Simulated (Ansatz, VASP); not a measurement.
# Two plane-wave programs on BaTiO3

Contents of INCAR:

```
SYSTEM = BaTiO3
PREC = Accurate
ENCUT = 520
EDIFF = 1E-8
ISMEAR = -1
SIGMA = 0.05
LREAL = .False.
LASPH = .True.
NELM = 80
ALGO = Normal
ISIF = 2
LWAVE = .False.
LCHARG = .False.
GGA = PS
LEFG = .True.
NBANDS = 28
```

The input KPOINTS:

```
regular mesh
0
Gamma
  8 8 8
  0 0 0
```

The input POSCAR:

```
BaTiO3
1.0
    3.9841000000      0.0000000000      0.0000000000
    0.0000000000      2.8370500000      2.8458000000
    0.0000000000     -2.8370500000      2.8458000000
Ba Ti O
1 1 3
Direct
    0.0000000000      0.0000000000      0.0000000000
    0.5000000000      0.5079000000      0.5079000000
    0.0000000000      0.4921000000      0.4921000000
    0.5000000000      0.5025100000      0.9937100000
    0.5000000000      0.9937100000      0.5025100000
```

Input for Ansatz:

```yaml
crystal:
  lattice:
    - [3.9841, 0.0, 0.0]
    - [0.0, 2.83705, 2.8458]
    - [0.0, -2.83705, 2.8458]
  atoms:
    - { symbol: Ba, position: [0.0, 0.0, 0.0] }
    - { symbol: Ti, position: [0.5, 0.5079, 0.5079] }
    - { symbol: O, position: [0.0, 0.4921, 0.4921] }
    - { symbol: O, position: [0.5, 0.50251, 0.99371] }
    - { symbol: O, position: [0.5, 0.99371, 0.50251] }
kpoints:
  mp_grid: { grid: [8, 8, 8] }
  band_path:
    path:
      - [0.0, 0.0, 0.0]
      - [0.0, 0.5, 0.5]
      - [0.0, 0.5015349898, 0.4984650102]
      - [0.0, 0.4984650102, -0.4984650102]
      - [0.0, 0.0, 0.0]
      - [0.5, 0.0, 0.0]
      - [0.5, 0.4984650102, -0.4984650102]
      - [0.5, 0.5015349898, 0.4984650102]
      - [0.5, 0.5, 0.5]
    npoints: 14
scf:
  occupations: { method: fermi_dirac, width: 0.05 }
hamiltonian:
  xc: pbesol
  pseudopotentials: { kind: paw }
output:
  forces: true
  stress: true
  eigenvalues: true
  efg: { contact_densities: true }
  populations: true
  bader: true
  dos: { projected: true, de: 0.2, e_range: [-14, 8] }
  write_density: true
  write_potential: true
  elf: true
  volumetric_format: npy
```

Alike in both runs: task electric field gradients; functional PBEsol; k mesh 8 × 8 × 8; occupations fermi-dirac, width 0.05 eV; no spin polarisation.

|  | VASP | Ansatz |
| --- | --- | --- |
| version | VASP 6.6.1 | Ansatz 0.2.0 |
| potentials or method | VASP PAW PBE potentials, release 64 (Ba_sv, Ti_sv, O) | PAW with Ansatz's default frozen-core files, scalar-relativistic |
| plane-wave cutoff (eV) | 520 | 420 |
| valence electrons in the cell | 40 | 40 |

```csv
,VASP,Ansatz,Ansatz less VASP
pressure (GPa),-2.5,-4.3,-1.80
"traceless stress, the component that is largest in VASP (GPa)",-0.69,-0.68,+0.015
rms of the force components (eV/Å),0.095,0.100,+0.0044
size of Vzz on the site where it differs most (V/Å²),22.2,23.2,+1.00
```

VASP's potentials were made for PBE, not for PBEsol. Atom by atom the forces differ by 0.007 eV/Å (rms over components).

Spin-orbit coupling is off throughout.
